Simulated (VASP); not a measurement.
# Na7SrCl8 (a cell with a defect) in VASP: a series of runs

Na7SrCl8 (a cell with a defect) is run at these levels: PBEsol, PBEsol+D3(BJ), RPBE+D3(BJ); tasks: single point.

Program: VASP 6.6.1. These are calculated values, not measurements. Logs are shortened: lines on timing, memory, paths and dates and some standing lists are left out, and cuts for length are marked.

## Step 1: The cell of the first run

The cell holds a defect, 16 atoms: a = 7.920 Å, b = 7.920 Å, c = 7.920 Å, α = 60.00°, β = 60.00°, γ = 60.00°.

## Step 2: Single point, PBEsol, collinear spin

INCAR reads:

```
SYSTEM = Na7SrCl8
  PREC = Accurate
  ENCUT = 400
  EDIFF = 1E-6
  ISMEAR = -1
  SIGMA = 0.05
  LREAL = .FALSE.
  LASPH = .TRUE.
  NELM = 200
  ALGO = Normal
  ISIF = 2
  LWAVE = .FALSE.
  LCHARG = .FALSE.
  ISPIN = 2
  MAGMOM = 0.062 0.062 0.062 0.062 0.062 0.062 0.062 0.062 0.062 0.062 0.062 0.062 0.062 0.062 0.062 0.062
  LORBIT = 11
  GGA = PS
  NELECT = 114.0
  NBANDS = 76
  GGA_COMPAT = .FALSE.
```

KPOINTS reads:

```
Automatic mesh
0
Gamma
  2 2 2
  0.5 0.5 0.5
```

POSCAR reads:

```
Na7SrCl8
1.0
    0.0000000000      5.6000000000      5.6000000000
    5.6000000000      0.0000000000      5.6000000000
    5.6000000000      5.6000000000      0.0000000000
Cl Na Sr
8 7 1
Direct
    0.7552250000      0.2497780000      0.2455750000
    0.2479110000      0.7476690000      0.7534800000
    0.2580700000      0.7490800000      0.2438470000
    0.7525070000      0.2472630000      0.7519000000
    0.2527570000      0.2462880000      0.7529610000
    0.7537010000      0.7492180000      0.2457730000
    0.2486410000      0.2416240000      0.2529150000
    0.7505320000      0.7476580000      0.7487090000
    0.0020570000      0.9943130000      0.0033750000
    0.0006910000      0.9944260000      0.4955500000
    0.5009140000      0.4980060000      0.0007630000
    0.9992840000      0.5012810000      0.9971970000
    0.5019510000      0.0010360000      0.5014900000
    0.5044300000      0.0020350000      0.9982010000
    0.9988120000      0.5034260000      0.4963630000
    0.5036150000      0.4980610000      0.5001740000
```

Potentials or basis: VASP PAW PBE potentials, release 64 (Cl, Na_pv, Sr_sv).

On the command line:

```console
cat potpaw_PBE.64/Cl/POTCAR potpaw_PBE.64/Na_pv/POTCAR potpaw_PBE.64/Sr_sv/POTCAR > POTCAR
mpirun -np 1 vasp_std > vasp.out
```

OUTCAR:

```text
SYSTEM = Na7SrCl8
   PREC = Accurate
   ENCUT = 400
   EDIFF = 1E-6
   ISMEAR = -1
   LREAL = .FALSE.
   LASPH = .TRUE.
   NELM = 200
   ISIF = 2
   ISPIN = 2
   LORBIT = 11
   GGA = PS
   NELECT = 114.0

 ion  position               nearest neighbor table
   1  0.755  0.250  0.246-  16 2.82
   2  0.248  0.748  0.753-  16 2.82
   3  0.258  0.749  0.244-  16 2.81
   4  0.753  0.247  0.752-  16 2.80
   5  0.253  0.246  0.753-  16 2.81
   6  0.754  0.749  0.246-  16 2.81
   7  0.249  0.242  0.253-
   8  0.751  0.748  0.749-
   9  0.002  0.994  0.003-
  10  0.001  0.994  0.496-  16 3.96
  11  0.501  0.498  0.001-  16 3.95
  12  0.999  0.501  0.997-  16 3.95
  13  0.502  0.001  0.501-  16 3.94
  14  0.504  0.002  0.998-  16 3.94
  15  0.999  0.503  0.496-  16 3.93
  16  0.504  0.498  0.500-   4 2.80   6 2.81   3 2.81   5 2.81   1 2.82   2 2.82  15 3.93  14 3.94
                            13 3.94  11 3.95  12 3.95  10 3.96

  LATTYP: Found a face centered cubic cell.
 ALAT       =    11.2000000000

  Lattice vectors:

 A1 = (   0.0000000000,   5.6000000000,   5.6000000000)
 A2 = (   5.6000000000,   0.0000000000,   5.6000000000)
 A3 = (   5.6000000000,   5.6000000000,   0.0000000000)

Analysis of symmetry for initial positions (statically):
=====================================================================
 Subroutine PRICEL returns:
 Original cell was already a primitive cell.

 Routine SETGRP: Setting up the symmetry group for a
 face centered cubic supercell.

 Subroutine GETGRP returns: Found  1 space group operations
 (whereof  1 operations were pure point group operations)
 out of a pool of 48 trial point group operations.

The static configuration has the point symmetry C_1 .

Analysis of symmetry for dynamics (positions and initial velocities):
=====================================================================
 Subroutine PRICEL returns:
 Original cell was already a primitive cell.

 Routine SETGRP: Setting up the symmetry group for a
 face centered cubic supercell.

 Subroutine GETGRP returns: Found  1 space group operations
 (whereof  1 operations were pure point group operations)
 out of a pool of 48 trial point group operations.

The dynamic configuration has the point symmetry C_1 .

Analysis of structural, dynamic, and magnetic symmetry:
=====================================================================
 Subroutine PRICEL returns:
 Original cell was already a primitive cell.

 Routine SETGRP: Setting up the symmetry group for a
 face centered cubic supercell.

 Subroutine GETGRP returns: Found  1 space group operations
 (whereof  1 operations were pure point group operations)
 out of a pool of 48 trial point group operations.

The overall configuration has the point symmetry C_1 .

 Subroutine INISYM returns: Found  1 space group operations
 (whereof  1 operations are pure point group operations),
 and found     1 'primitive' translations

----------------------------------------------------------------------------------------

                                     Primitive cell

  volume of cell :     351.2320

  direct lattice vectors                    reciprocal lattice vectors
     0.000000000  5.600000000  5.600000000    -0.089285714  0.089285714  0.089285714
     5.600000000  0.000000000  5.600000000     0.089285714 -0.089285714  0.089285714
     5.600000000  5.600000000  0.000000000     0.089285714  0.089285714 -0.089285714

  length of vectors
     7.919595949  7.919595949  7.919595949     0.154647394  0.154647394  0.154647394

  position of ions in fractional coordinates (direct lattice)
     0.755225000  0.249778000  0.245575000
     0.247911000  0.747669000  0.753480000
     0.258070000  0.749080000  0.243847000
     0.752507000  0.247263000  0.751900000
     0.252757000  0.246288000  0.752961000
     0.753701000  0.749218000  0.245773000
[... 8 lines left out ...]
     0.998812000  0.503426000  0.496363000
     0.503615000  0.498061000  0.500174000

  ion indices of the primitive-cell ions
   primitive index   ion index
                 1           1
[... 61 lines left out ...]
   number of dos      NEDOS =    301   number of ions     NIONS =     16
   total plane-waves  NPLWV = 157464
   dimension x,y,z NGX =    54 NGY =   54 NGZ =   54
   dimension x,y,z NGXF=   108 NGYF=  108 NGZF=  108
   ions per type =               8   7   1
   NGX,Y,Z   is equivalent  to a cutoff of  11.34, 11.34, 11.34 a.u.
   NGXF,Y,Z  is equivalent  to a cutoff of  22.67, 22.67, 22.67 a.u.
 SYSTEM =  Na7SrCl8
   PREC   = accura    normal or accurate (medium, high low for compatibility)
   ISTART =      0    job   : 0-new  1-cont  2-samecut
   ICHARG =      2    charge: 1-file 2-atom 10-const
   ISPIN  =      2    spin polarized calculation?
   LNONCOLLINEAR =      F non collinear calculations
   LSORBIT =      F    spin-orbit coupling
   LASPH  =      T    aspherical Exc in radial PAW
   ENCUT  =  400.0 eV  29.40 Ry    5.42 a.u.  12.91 12.91 12.91*2*pi/ulx,y,z
   NELM   =    200;   NELMIN=  2; NELMDL= -5     # of ELM steps
   EDIFF  = 0.1E-05   stopping-criterion for ELM
   LREAL  =      F    real-space projection
   EDIFFG = 0.1E-04   stopping-criterion for IOM
   NSW    =      0    number of steps for IOM
   IBRION =     -1    ionic relax: 0-MD 1-quasi-New 2-CG
   NFREE  =      0    steps in history (QN), initial steepest desc. (CG)
   ISIF   =      2    stress and relaxation
   ISYM   =      2    0-nonsym 1-usesym 2-fastsym
   POTIM  = 0.5000    time-step for ionic-motion
   TEBEG  =    0.0;   TEEND  =   0.0 temperature during run
   PSTRESS=    0.0 pullay stress
   NELECT =     114.0000    total number of electrons
   NUPDOWN=      -1.0000    fix difference up-down
   EMIN   =  10.00;   EMAX   =-10.00  energy-range for DOS
   EFERMI =   0.00;   METHOD = LEGACY
   ISMEAR =    -1;   SIGMA  =   0.05  broadening in eV -4-tet -1-fermi 0-gaus
   EFERMI_NEDOS =   21; number of points for ismear=-14 and -15
   IALGO  =     38    algorithm
   IMIX   =      4    mixing-type and parameters
     AMIX     =   0.40;   BMIX     =  1.00
     AMIX_MAG =   1.60;   BMIX_MAG =  1.00
  volume/ion in A,a.u.               =      21.95       148.14
  Fermi-wavevector in a.u.,A,eV,Ry     =   1.125067  2.126069 17.221928  1.265776
  Thomas-Fermi vector in A             =   2.261742
   LORBIT       =     11    0 simple, 1 ext, 2 COOP (PROOUT), +10 PAW based schemes
   GGA     = PS    functional components
   LHFCALC =     F    Hartree Fock is set to
   AEXX    =    0.0000 exact exchange contribution
   IVDW    =     0    specifies the selected vdW correction
   LEPSILON=     F    determine dielectric tensor
   LRPA    =     F    only Hartree local field effects (RPA)
 spin polarized calculation
  energy-cutoff  :      400.00
  volume of cell :      351.23
 maximum number of plane-waves:      6373
 NGX is ok and might be reduce to    54
   NGX = 25   NGY = 25   NGZ = 25

 number of electron     114.0000006 magnetization      -0.0029962

 number of electron     114.0000006 magnetization       0.0000055

 Free energy of the ion-electron system (eV)
  ---------------------------------------------------
  ext. energy  EPLUGINS =         0.00000000
  ---------------------------------------------------
  free energy    TOTEN  =       -60.73207089 eV

  energy without entropy =      -60.73207089  energy(sigma->0) =      -60.73207089

 E-fermi :   0.7912     XC(G=0):  -8.5566

 val. band max:       -0.4052215171   @ k =   0.2500   0.0000   0.0000
 cond. band min:       5.2228744680   @ k =   0.2500   0.2500   0.2500
 fundamental gap:      5.6280959851
 Fermi energy:         0.7911656153

 spin component 1

 k-point     1 :       0.2500    0.2500    0.2500
  band No.  band energies     occupation
      1     -32.3168      1.00000
      2     -20.9382      1.00000
      3     -20.9367      1.00000
      4     -20.9358      1.00000
      5     -20.8487      1.00000
      6     -20.8366      1.00000
[... 1141 lines left out ...]
     68       8.4077      0.00000
     69       8.7625      0.00000
 Fermi energy:         0.7911656153

 spin component 2

 k-point     1 :       0.2500    0.2500    0.2500
  band No.  band energies     occupation
      1     -32.3168      1.00000
      2     -20.9382      1.00000
      3     -20.9367      1.00000
      4     -20.9358      1.00000
      5     -20.8487      1.00000
      6     -20.8367      1.00000
[... 1141 lines left out ...]
     68       8.4077      0.00000
     69       8.7625      0.00000
 [bands above 69 left out]

------------------------ aborting loop because EDIFF is reached ----------------------------------------

  FORCE on cell =-STRESS in cart. coord.  units (eV):
  Direction    XX          YY          ZZ          XY          YZ          ZX
  --------------------------------------------------------------------------------------
  -------------------------------------------------------------------------------------
  Total       -3.6021370     -3.4804542     -3.5175165      0.0027390      0.0148230      0.0099632
  in kB      -16.4314819    -15.8764145    -16.0454778      0.0124940      0.0676166      0.0454480
  external PRESSURE =     -16.1177914 kB  Pullay stress =       0.0000000 kB

 VOLUME and BASIS-vectors are now :
 -----------------------------------------------------------------------------
  energy-cutoff  :      400.00
  volume of cell :      351.23
      direct lattice vectors                 reciprocal lattice vectors
     0.000000000  5.600000000  5.600000000    -0.089285714  0.089285714  0.089285714
     5.600000000  0.000000000  5.600000000     0.089285714 -0.089285714  0.089285714
     5.600000000  5.600000000  0.000000000     0.089285714  0.089285714 -0.089285714

 POSITION                                       TOTAL-FORCE (eV/Angst)
 -----------------------------------------------------------------------------------
      2.77398      5.60448      5.62802        -0.142672     -0.013454     -0.076947
      8.40643      5.60779      5.57525         0.112214     -0.010815      0.054131
      5.56039      2.81074      5.64004         0.021995     -0.164224     -0.089334
      5.59531      8.42468      5.59871        -0.030122      0.170211      0.038225
      5.59579      5.63202      2.79465        -0.014882     -0.081234     -0.137605
      5.57195      5.59705      8.41635         0.062577      0.027501      0.161324
[... 8 lines left out ...]
      5.59882      8.37298      8.41253        -0.060958      0.094317     -0.014757
      5.59012      5.62122      5.60939         0.031695     -0.016779     -0.037132
 -----------------------------------------------------------------------------------
    total drift:                               -0.000396      0.000291     -0.000080

  FREE ENERGIE OF THE ION-ELECTRON SYSTEM (eV)
  ---------------------------------------------------
  free  energy   TOTEN  =       -60.7320708879 eV

  energy  without entropy=      -60.7320708878  energy(sigma->0) =      -60.73207089

 total charge

# of ion       s       p       d       tot
------------------------------------------
    1        1.578   3.554   0.000   5.132
    2        1.578   3.551   0.000   5.130
    3        1.578   3.554   0.000   5.133
    4        1.579   3.552   0.000   5.131
    5        1.579   3.551   0.000   5.130
    6        1.578   3.555   0.000   5.133
[... 8 lines left out ...]
   15        0.042   5.980   0.000   6.022
   16        2.008   5.763   0.212   7.983
--------------------------------------------------
tot         14.932  76.028   0.212  91.173

 magnetization (x)

# of ion       s       p       d       tot
------------------------------------------
    1       -0.000  -0.000   0.000  -0.000
    2       -0.000  -0.000   0.000  -0.000
    3       -0.000  -0.000   0.000  -0.000
    4       -0.000  -0.000   0.000  -0.000
    5       -0.000  -0.000   0.000  -0.000
    6       -0.000  -0.000   0.000  -0.000
[... 8 lines left out ...]
   15       -0.000   0.000   0.000   0.000
   16        0.000   0.000   0.000   0.000
--------------------------------------------------
tot         -0.000  -0.000   0.000  -0.000
```

Run time: 16 min. Hardware: 1 thread of Intel Xeon Platinum 8488C (Sapphire Rapids), shared host; peak memory 0.73 GiB.

Results:

```
Free energy                                           : -60.7321 eV
Largest force                                         : 0.188 eV/Å
Net moment                                            : 0.00 μB per cell
Valence electrons inside the program's atomic spheres : Cl 5.13, 5.11, 5.12 (each value once); Na 6.02, 6.03 (each value once); Sr 7.98
```

Forces on the atoms (eV/Å):
```
Cl  -0.143 -0.013 -0.077
Cl   0.112 -0.011  0.054
Cl   0.022 -0.164 -0.089
Cl  -0.030  0.170  0.038
Cl  -0.015 -0.081 -0.138
Cl   0.063  0.028  0.161
Cl   0.076  0.011  0.106
Cl   0.000 -0.011  0.028
Na  -0.013 -0.043  0.074
Na   0.070  0.064  0.035
Na  -0.030 -0.012 -0.038
Na  -0.033  0.051 -0.001
Na  -0.031 -0.055 -0.056
Na  -0.019 -0.010 -0.046
Na  -0.061  0.094 -0.015
Sr   0.032 -0.017 -0.037
```

Levels at points of the mesh, in eV from the Fermi level:
Spin up:
```csv
k point,band 53,band 54,band 55,band 56,band 57,band 58,band 59,band 60,band 61,band 62
"(0.25, 0.25, 0.25)",-1.45,-1.33,-1.32,-1.21,-1.20,4.43,5.35,5.40,5.42,5.99
```
Spin down:
```csv
k point,band 54,band 55,band 56,band 57,band 58,band 59,band 60,band 61
"(0.25, 0.25, 0.25)",-1.33,-1.32,-1.21,-1.20,4.43,5.35,5.40,5.42
```

Caveat: the cell carries a net charge on a neutralising background, which shifts energy and pressure; the cell is charged against a uniform background, so pressure and absolute levels hang on convention; the PAW data sets were made with another functional, which shifts forces and pressure a little.

## Step 3: Single point, PBEsol

INCAR reads:

```
SYSTEM = Na7SrCl8
PREC = Accurate ; ENCUT = 520
EDIFF = 1E-6 ; ISMEAR = -1
SIGMA = 0.05 ; LREAL = Auto
LASPH = .TRUE. ; NELM = 100
ALGO = Normal ; ISIF = 2
LWAVE = .FALSE. ; LCHARG = .FALSE.
GGA = PS ; NELECT = 114.0
NBANDS = 72
```

KPOINTS is that of step 2.

POSCAR is that of step 2.

Potentials or basis: VASP PAW PBE potentials, release 64 (Cl, Na_pv, Sr_sv).

On the command line:

```console
cat potpaw_PBE.64/Cl/POTCAR potpaw_PBE.64/Na_pv/POTCAR potpaw_PBE.64/Sr_sv/POTCAR > POTCAR
mpirun -np 1 vasp_std > vasp.out
```

It took 15 min on 1 thread of Intel Xeon Platinum 8488C (Sapphire Rapids), shared host; peak memory 0.62 GiB.

Results (log left out):

```
Free energy   : -60.7371 eV
Largest force : 0.188 eV/Å
```

Forces in eV/Å, atoms in the order of the input:
```
Cl  -0.143 -0.014 -0.077
Cl   0.112 -0.011  0.053
Cl   0.022 -0.164 -0.089
Cl  -0.030  0.171  0.038
Cl  -0.015 -0.080 -0.137
Cl   0.062  0.028  0.161
Cl   0.076  0.011  0.106
Cl  -0.002 -0.012  0.028
Na  -0.013 -0.043  0.074
Na   0.070  0.064  0.036
Na  -0.030 -0.013 -0.037
Na  -0.033  0.051  0.000
Na  -0.031 -0.055 -0.056
Na  -0.019 -0.010 -0.046
Na  -0.061  0.094 -0.015
Sr   0.032 -0.018 -0.037
```

Levels at points of the mesh, in eV from the Fermi level:
| k point | band 54 | band 55 | band 56 | band 57 | band 58 | band 59 | band 60 | band 61 |
| --- | --- | --- | --- | --- | --- | --- | --- | --- |
| (0.25, 0.25, 0.25) | -1.33 | -1.32 | -1.21 | -1.20 | 4.43 | 5.35 | 5.40 | 5.42 |

Caveat: the cell carries a net charge on a neutralising background, which shifts energy and pressure; the cell is charged against a uniform background, so pressure and absolute levels hang on convention; the PAW data sets were made with another functional, which shifts forces and pressure a little.

## Step 4: Single point, PBEsol+D3(BJ)

INCAR reads:

```
  ALGO = Normal
  EDIFF = 1E-7
  ENCUT = 520
  GGA = PS
  ISIF = 2
  ISMEAR = -1
  IVDW = 12
  LASPH = T
  LCHARG = F
  LREAL = Auto
  LWAVE = F
  NBANDS = 72
  NELECT = 114.0
  NELM = 100
  PREC = Accurate
  SIGMA = 0.05
```

KPOINTS is that of step 3.

POSCAR is that of step 3.

On the command line:

```console
cat potpaw_PBE.64/Cl/POTCAR potpaw_PBE.64/Na_pv/POTCAR potpaw_PBE.64/Sr_sv/POTCAR > POTCAR
mpirun -np 1 vasp_std > vasp.out
```

Wall time 13 min (1 thread of Intel Xeon Platinum 8488C (Sapphire Rapids), shared host); peak memory 0.61 GiB.

It converged, with:

| Quantity | Value |
| --- | --- |
| Free energy | -64.1249 eV |
| Largest force | 0.190 eV/Å |
| Dispersion energy per atom | -0.212 eV |

Forces on the atoms (eV/Å):
```
Cl  -0.145 -0.014 -0.077
Cl   0.114 -0.011  0.053
Cl   0.022 -0.166 -0.090
Cl  -0.030  0.173  0.038
Cl  -0.015 -0.081 -0.140
Cl   0.062  0.028  0.163
Cl   0.077  0.011  0.106
Cl  -0.002 -0.012  0.028
Na  -0.013 -0.043  0.074
Na   0.070  0.064  0.035
Na  -0.030 -0.013 -0.038
Na  -0.033  0.051  0.000
Na  -0.031 -0.056 -0.056
Na  -0.019 -0.010 -0.046
Na  -0.061  0.094 -0.015
Sr   0.032 -0.017 -0.038
```

Levels at points of the mesh, in eV from the Fermi level:
```csv
k point,band 53,band 54,band 55,band 56,band 57,band 58,band 59,band 60,band 61,band 62
"(0.25, 0.25, 0.25)",-1.45,-1.33,-1.32,-1.21,-1.20,4.43,5.35,5.40,5.42,5.99
```

Caveat: the cell carries a net charge on a neutralising background, which shifts energy and pressure; the cell is charged against a uniform background, so pressure and absolute levels hang on convention; three body term missing; the PAW data sets were made with another functional, which shifts forces and pressure a little.

## Step 5: Single point, RPBE+D3(BJ)

INCAR reads:

```
PREC     = Accurate       # precision mode
ENCUT    = 520            # plane-wave cutoff, eV
EDIFF    = 1E-7           # SCF threshold, eV
ISMEAR   = -1             # smearing method
SIGMA    = 0.05           # smearing width, eV
LREAL    = Auto         
LASPH    = True           # aspherical terms in the spheres
NELM     = 80             # most SCF steps
ALGO     = Normal         # electronic algorithm
ISIF     = 2              # what is computed and relaxed
LWAVE    = False          # write WAVECAR
LCHARG   = True           # write CHGCAR
GGA      = RP             # functional
IVDW     = 12             # dispersion correction
LELF     = True           # ELF
LVHAR    = True         
NELECT   = 114.0        
NBANDS   = 72             # bands
```

KPOINTS is that of step 4.

POSCAR is that of step 4.

On the command line:

```console
cat potpaw_PBE.64/Cl/POTCAR potpaw_PBE.64/Na_pv/POTCAR potpaw_PBE.64/Sr_sv/POTCAR > POTCAR
mpirun -np 1 vasp_std > vasp.out
```

It took 14 min on 1 thread of Intel Xeon Platinum 8488C (Sapphire Rapids), shared host; peak memory 0.61 GiB.

It converged, with:

```yaml
Free_energy: -71.8605 eV
Largest_force: 0.217 eV/Å
Dispersion_energy_per_atom: -1.018 eV
```

Forces on the atoms (eV/Å):
```
Cl  -0.160 -0.016 -0.093
Cl   0.125 -0.014  0.066
Cl   0.031 -0.187 -0.107
Cl  -0.039  0.193  0.045
Cl  -0.013 -0.097 -0.157
Cl   0.077  0.031  0.180
Cl   0.092  0.006  0.133
Cl   0.005 -0.012  0.032
Na  -0.003 -0.030  0.068
Na   0.070  0.062  0.014
Na  -0.039 -0.015 -0.047
Na  -0.028  0.057 -0.001
Na  -0.050 -0.047 -0.045
Na  -0.036 -0.012 -0.048
Na  -0.057  0.092  0.000
Sr   0.026 -0.012 -0.041
```

Levels at points of the mesh, in eV from the Fermi level:
```csv
k point,band 55,band 56,band 57,band 58,band 59,band 60
"(0.25, 0.25, 0.25)",-1.39,-1.29,-1.28,4.84,5.60,5.64
```

Caveat: the cell carries a net charge on a neutralising background, which shifts energy and pressure; the cell is charged against a uniform background, so pressure and absolute levels hang on convention; three body term missing; the PAW data sets were made with another functional, which shifts forces and pressure a little.
